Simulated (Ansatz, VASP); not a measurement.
## Hf: VASP beside Ansatz

File INCAR:

```
ALGO     = Normal         # electronic algorithm
EDIFF    = 1E-6           # SCF threshold, eV
ENCUT    = 520            # plane-wave cutoff, eV
ISIF     = 2              # what is computed and relaxed
ISMEAR   = -1             # smearing method
LASPH    = T              # aspherical terms in the spheres
LCHARG   = F              # write CHGCAR
LREAL    = F              # projectors in reciprocal space
LWAVE    = F              # write WAVECAR
NBANDS   = 28             # bands
NELM     = 100            # most SCF steps
PREC     = Accurate       # precision mode
SIGMA    = 0.1            # smearing width, eV
```

Contents of KPOINTS:

```
k-points
0
Gamma
  13 13 4
```

Contents of POSCAR:

```
Hf
1.0
    3.2308470165      0.0000000000      0.0000000000
   -1.6154235082      2.7979955921      0.0000000000
    0.0000000000      0.0000000000     10.3594018072
Hf
4
Direct
    0.0000000000      1.0000000000      1.0000000000
    0.0000000000      1.0000000000      0.5000000000
    0.3333333333      0.6666666667      0.2500000000
    0.6666666667      0.3333333333      0.7500000000
```

Input for Ansatz:

```yaml
crystal:
  lattice:
    - [3.2308470165, 0.0, 0.0]
    - [-1.6154235082, 2.7979955921, 0.0]
    - [0.0, 0.0, 10.3594018072]
  atoms:
    - { symbol: Hf, position: [0.0, 1.0, 1.0] }
    - { symbol: Hf, position: [0.0, 1.0, 0.5] }
    - { symbol: Hf, position: [0.3333333333, 0.6666666667, 0.25] }
    - { symbol: Hf, position: [0.6666666667, 0.3333333333, 0.75] }
hamiltonian:
  xc: lda
  pseudopotentials:
    kind: paw
    azcp:
      Hf: "pseudopotentials/Hf.paw.azcp"
basis:
  ecutwfc: 420
  fft_grid_basis: typed
kpoints:
  mp_grid: { grid: [13, 13, 4], shift: [0, 0, 0] }
magnetization:
  spin_polarized: false
scf:
  occupations: { method: fermi_dirac, width: 0.1 }
  lower_state_search: "off"
output:
  stress: true
```

Alike in both runs: task single point; functional LDA; k mesh 13 × 13 × 4; occupations fermi-dirac, width 0.1 eV; no spin polarisation.

|  | VASP | Ansatz |
| --- | --- | --- |
| version | VASP 6.6.1 | Ansatz 0.2.0 |
| potentials or method | VASP PAW LDA potentials, release 64 (Hf_pv), cutoff 520 eV | plane waves (420 eV) with PAW, scalar-relativistic |
| valence electrons in the cell | 40 | 104 |

VASP gave:

| Property | Result |
| --- | --- |
| pressure (GPa) | -10.9 |
| traceless stress, the component that is largest in VASP (GPa) | -0.34 |

**Question.** Which values does Ansatz return?

**Answer.** Pressure (GPa): -10.9; traceless stress, the component that is largest in VASP (GPa): -0.32.

Ansatz warns that its potentials were made for another functional, while VASP's fit it. LDA's correlation is that of Perdew and Zunger in VASP and of Perdew and Wang (1992) in Ansatz. VASP's potentials hold 40 valence electrons a cell and Ansatz's 104, so a difference there can come from the potentials and not from the codes.

Neither program's run includes spin-orbit coupling.
